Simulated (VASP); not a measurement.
Input of a VASP 6.6.1 run:

POSCAR

```
MgS
1.0
    4.2300569162      0.0000000000      0.0000000000
   -2.1150284581      3.4888921417      0.0000000000
    0.0000000000      0.0000000000      6.4543927861
Mg S
2 2
Direct
    0.3328960439      0.6657920877     -0.0052359869
    0.6671039561      0.3342079123      0.4947640131
    0.3272399667      0.6544799333      0.3802359869
    0.6727600333      0.3455200667      0.8802359869
```

The input INCAR.step1:

```
PREC = Accurate
ENCUT = 520
ISMEAR = 0
SIGMA = 0.01
LREAL = F
LASPH = T
NELM = 100
NBANDS = 16
GGA = PE
ALGO = Normal
EDIFF = 1E-4
LWAVE = T
LCHARG = F
```

Contents of INCAR.step2:

```
PREC = Accurate
ENCUT = 520
EDIFF = 1E-6
ISMEAR = 0
SIGMA = 0.01
LREAL = F
LASPH = T
NELM = 100
ALGO = Normal
ISIF = 2
LWAVE = F
LCHARG = F
METAGGA = R2SCAN
LMIXTAU = T
NBANDS = 16
ISTART = 1
```

Contents of KPOINTS:

```
Automatic mesh
0
Gamma
  12 12 4
```

Potentials or basis: VASP PAW PBE potentials, release 64 (Mg, S).

Command:

```console
$ cat potpaw_PBE.64/Mg/POTCAR potpaw_PBE.64/S/POTCAR > POTCAR
$ cp INCAR.step1 INCAR
$ mpirun -np 1 vasp_std > vasp.out
$ cp INCAR.step2 INCAR
$ mpirun -np 1 vasp_std > vasp.out
```

Q: What does it give for the band gap on the k mesh?

A: 3.78 eV, direct.

Q: Predict the pressure.

A: -3.0 GPa.

Forces in eV/Å, atoms in the order of the input:
```
Mg   0.000  0.002  0.002
Mg   0.000 -0.002  0.002
S    0.000  0.001 -0.002
S    0.000 -0.001 -0.002
```

Caveat: the cell differs from its parent crystal (uniaxial x strain +5.0%); the PAW data sets were made with another functional, which shifts forces and pressure a little. A k mesh can miss the band edges.
